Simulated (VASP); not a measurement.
# Ni (P6_3/mmc) in VASP: further runs

Runs on Ni. Level: PBEsol. Tasks: single point.

Everything below comes from runs of VASP 6.6.1. Logs are shortened: lines on timing, memory, paths and dates and some standing lists are left out, and cuts for length are marked.

## 1. The cell of the first run

Symmetry: P6_3/mmc, No. 194, hexagonal system. The conventional cell has a = 2.381 Å, b = 2.381 Å, c = 3.961 Å, α = 90.00°, β = 90.00°, γ = 120.00°. Within 3.1 Å of Ni (site symmetry -6m2) lie 12 Ni at 2.38 to 2.41 Å.

This isn't the form of Ni at room conditions, which is fcc.

## 2. Single point, PBEsol, collinear spin, ferromagnetic start

Input file INCAR:

```
SYSTEM = Ni
PREC = Accurate
ENCUT = 520
EDIFF = 1E-6
ISMEAR = -1
SIGMA = 0.1
LREAL = .FALSE.
LASPH = .TRUE.
NELM = 150
ALGO = Normal
ISIF = 2
LWAVE = .FALSE.
LCHARG = .FALSE.
ISPIN = 2
MAGMOM = 1.5 1.5
LORBIT = 11
LMAXMIX = 4
GGA = PS
NBANDS = 21
```

Input file KPOINTS:

```
regular mesh
0
G
  13 13 7
  0 0 0
```

Input file POSCAR:

```
Ni
1.0
    2.3809198161      0.0000000000      0.0000000000
   -1.1904594218      2.0619369410      0.0000000000
    0.0000000000      0.0000000000      3.9611675521
Ni
2
Direct
    0.3333333333      0.6666666667      0.2500000000
    0.6666666667      0.3333333333      0.7500000000
```

Potentials or basis: VASP PAW PBE potentials, release 64 (Ni).

Launch:

```console
cat potpaw_PBE.64/Ni/POTCAR > POTCAR
mpirun -np 1 vasp_std > vasp.out
```

OUTCAR:

```text
SYSTEM = Ni
   PREC = Accurate
   ENCUT = 520
   EDIFF = 1E-6
   ISMEAR = -1
   LREAL = .FALSE.
   LASPH = .TRUE.
   NELM = 150
   ISIF = 2
   ISPIN = 2
   LORBIT = 11
   GGA = PS

 ion  position               nearest neighbor table
   1  0.333  0.667  0.250-   2 2.41   2 2.41   2 2.41   2 2.41   2 2.41   2 2.41
   2  0.667  0.333  0.750-   1 2.41   1 2.41   1 2.41   1 2.41   1 2.41   1 2.41

  LATTYP: Found a hexagonal cell.
 ALAT       =     2.3809198161
 C/A-ratio  =     1.6637131269

  Lattice vectors:

 A1 = (   2.3809198161,   0.0000000000,   0.0000000000)
 A2 = (  -1.1904594218,   2.0619369410,   0.0000000000)
 A3 = (   0.0000000000,   0.0000000000,   3.9611675521)

Analysis of symmetry for initial positions (statically):
=====================================================================
 Subroutine PRICEL returns:
 Original cell was already a primitive cell.

 Routine SETGRP: Setting up the symmetry group for a
 hexagonal supercell.

 Subroutine GETGRP returns: Found 24 space group operations
 (whereof 12 operations were pure point group operations)
 out of a pool of 24 trial point group operations.

The static configuration has the point symmetry D_3d.
 The point group associated with its full space group is D_6h.

Analysis of symmetry for dynamics (positions and initial velocities):
=====================================================================
 Subroutine PRICEL returns:
 Original cell was already a primitive cell.

 Routine SETGRP: Setting up the symmetry group for a
 hexagonal supercell.

 Subroutine GETGRP returns: Found 24 space group operations
 (whereof 12 operations were pure point group operations)
 out of a pool of 24 trial point group operations.

The dynamic configuration has the point symmetry D_3d.
 The point group associated with its full space group is D_6h.

Analysis of structural, dynamic, and magnetic symmetry:
=====================================================================
 Subroutine PRICEL returns:
 Original cell was already a primitive cell.

 Routine SETGRP: Setting up the symmetry group for a
 hexagonal supercell.

 Subroutine GETGRP returns: Found 24 space group operations
 (whereof 12 operations were pure point group operations)
 out of a pool of 24 trial point group operations.

The overall configuration has the point symmetry D_3d.
 The point group associated with its full space group is D_6h.
[... 116 lines left out ...]
   IALGO  =     38    algorithm
   IMIX   =      4    mixing-type and parameters
     AMIX     =   0.40;   BMIX     =  1.00
     AMIX_MAG =   1.60;   BMIX_MAG =  1.00
  volume/ion in A,a.u.               =       9.72        65.62
  Fermi-wavevector in a.u.,A,eV,Ry     =   1.652483  3.122740 37.153437  2.730701
  Thomas-Fermi vector in A             =   2.741084
   LORBIT       =     11    0 simple, 1 ext, 2 COOP (PROOUT), +10 PAW based schemes
   GGA     = PS    functional components
   LHFCALC =     F    Hartree Fock is set to
   AEXX    =    0.0000 exact exchange contribution
   IVDW    =     0    specifies the selected vdW correction
   LEPSILON=     F    determine dielectric tensor
   LRPA    =     F    only Hartree local field effects (RPA)
 spin polarized calculation
  energy-cutoff  :      520.00
  volume of cell :       19.45
 maximum number of plane-waves:       549
 NGX is ok and might be reduce to    18
   NGX =  9   NGY =  9   NGZ = 15

 number of electron      19.9999998 magnetization       1.1832316

 Free energy of the ion-electron system (eV)
  ---------------------------------------------------
  ext. energy  EPLUGINS =         0.00000000
  ---------------------------------------------------
  free energy    TOTEN  =       -12.20535446 eV

  energy without entropy =      -12.09307897  energy(sigma->0) =      -12.14921671

 E-fermi :  10.8837     XC(G=0): -14.1148

 val. band max:       10.8836094458   @ k =   0.3077   0.0000   0.2857
 cond. band min:      10.8864009714   @ k =   0.2308   0.2308   0.0000
 fundamental gap:      0.0027915256
 Fermi energy:        10.8836607908

 spin component 1

 k-point     1 :       0.0000    0.0000    0.0000
  band No.  band energies     occupation
      1       0.9972      1.00000
      2       5.3623      1.00000
      3       8.0936      1.00000
      4       8.2710      1.00000
      5       8.2710      1.00000
      6       8.5759      1.00000
[... 565 lines left out ...]
     20      40.6759      0.00000
     21      41.6460      0.00000

 [... further k-points ...]

 spin component 2

 k-point     1 :       0.0000    0.0000    0.0000
  band No.  band energies     occupation
      1       1.0003      1.00000
      2       5.7310      1.00000
      3       8.7328      1.00000
      4       8.8971      1.00000
      5       8.8971      1.00000
      6       9.2200      1.00000
[... 565 lines left out ...]
     20      40.7537      0.00000
     21      41.6768      0.00000

 [... further k-points ...]

------------------------ aborting loop because EDIFF is reached ----------------------------------------

  FORCE on cell =-STRESS in cart. coord.  units (eV):
  Direction    XX          YY          ZZ          XY          YZ          ZX
  --------------------------------------------------------------------------------------
  -------------------------------------------------------------------------------------
  Total        2.4469737      2.4469734      1.8370487      0.0000006      0.0000000      0.0000000
  in kB      201.6027800    201.6027597    151.3519056      0.0000475      0.0000000      0.0000000
  external PRESSURE =     184.8524818 kB  Pullay stress =       0.0000000 kB

 VOLUME and BASIS-vectors are now :
 -----------------------------------------------------------------------------
  energy-cutoff  :      520.00
  volume of cell :       19.45
      direct lattice vectors                 reciprocal lattice vectors
     2.380919816  0.000000000  0.000000000     0.420005745  0.242490343  0.000000000
    -1.190459422  2.061936941  0.000000000     0.000000000  0.484980884  0.000000000
     0.000000000  0.000000000  3.961167552     0.000000000  0.000000000  0.252450821

 POSITION                                       TOTAL-FORCE (eV/Angst)
 -----------------------------------------------------------------------------------
      0.00000      1.37462      0.99029         0.000000     -0.000000      0.000000
      1.19046      0.68731      2.97088        -0.000000      0.000000      0.000000
 -----------------------------------------------------------------------------------
    total drift:                               -0.000000      0.000000     -0.000000

  FREE ENERGIE OF THE ION-ELECTRON SYSTEM (eV)
  ---------------------------------------------------
  free  energy   TOTEN  =       -12.2053544568 eV

  energy  without entropy=      -12.0930789668  energy(sigma->0) =      -12.14921671

 total charge

# of ion       s       p       d       tot
------------------------------------------
    1        0.551   0.612   8.378   9.541
    2        0.551   0.612   8.378   9.541
--------------------------------------------------
tot          1.103   1.224  16.755  19.082

 magnetization (x)

# of ion       s       p       d       tot
------------------------------------------
    1       -0.005  -0.023   0.620   0.591
    2       -0.005  -0.023   0.620   0.591
--------------------------------------------------
tot         -0.010  -0.047   1.239   1.183
```

Wall time 27 s (1 thread of Intel Xeon 6975P-C (Granite Rapids), shared host); peak memory 0.17 GiB.

Results:

```
Free energy                                           : -12.2054 eV
Pressure                                              : 18.5 GPa
Net moment                                            : 1.18 μB per cell
Site moments                                          : Ni +0.59 μB
Valence electrons inside the program's atomic spheres : Ni 9.54
```

Caveat: the cell stands under pressure; the PAW data sets were made with another functional, which shifts forces and pressure a little.

## 3. Single point, PBEsol, collinear spin, ferromagnetic start

This run uses another cell than the first one, of 10.01 Å³/atom.

Input file INCAR:

```
PREC     = Accurate       # precision mode
ENCUT    = 520            # plane-wave cutoff, eV
EDIFF    = 1E-6           # SCF threshold, eV
ISMEAR   = -1             # smearing method
SIGMA    = 0.1            # smearing width, eV
LREAL    = False          # projectors in reciprocal space
LASPH    = True           # aspherical terms in the spheres
NELM     = 150            # most SCF steps
ALGO     = Normal         # electronic algorithm
ISIF     = 2              # what is computed and relaxed
LWAVE    = False          # write WAVECAR
LCHARG   = False          # write CHGCAR
ISPIN    = 2              # spin polarisation
MAGMOM   = 1.5 1.5        # initial moments
LORBIT   = 11             # projections on sites
LMAXMIX  = 4              # l up to which the mixer works
GGA      = PS             # functional
NBANDS   = 21             # bands
```

Input file KPOINTS:

```
Automatic mesh
0
Gamma
  13 13 7
```

Input file POSCAR:

```
Ni
1.0
    2.4037051223      0.0000000000      0.0000000000
   -1.2018520702      2.0816695940      0.0000000000
    0.0000000000      0.0000000000      3.9990757651
Ni
2
Direct
    0.3333333333      0.6666666667      0.2500000000
    0.6666666667      0.3333333333      0.7500000000
```

Potentials or basis: VASP PAW PBE potentials, release 64 (Ni).

Launch:

```console
cat potpaw_PBE.64/Ni/POTCAR > POTCAR
mpirun -np 1 vasp_std > vasp.out
```

Wall time 28 s (1 thread of Intel Xeon 6975P-C (Granite Rapids), shared host); peak memory 0.17 GiB.

The run converged. Its results:

* Free energy: -12.2558 eV
* Pressure: 10.2 GPa
* Net moment: 1.20 μB per cell
* Site moments: Ni +0.60 μB
* Valence electrons inside the program's atomic spheres: Ni 9.48

Stress tensor (GPa, compression positive):
```
11.67  0.00  0.00
 0.00 11.67  0.00
 0.00  0.00  7.17
```

Levels at points of the mesh, in eV from the Fermi level:
Spin up:
```csv
k point,band 8,band 9,band 10,band 11,band 12,band 13,band 14,band 15
"(0.00, 0.00, 0.00)",-1.70,-1.70,-0.72,-0.68,-0.68,6.00,23.52,25.89
```
Spin down:
| k point | band 7 | band 8 | band 9 | band 10 | band 11 | band 12 |
| --- | --- | --- | --- | --- | --- | --- |
| (0.00, 0.00, 0.00) | -1.59 | -1.06 | -1.06 | -0.73 | 0.00 | 0.00 |

Caveat: the cell stands under pressure; the PAW data sets were made with another functional, which shifts forces and pressure a little.
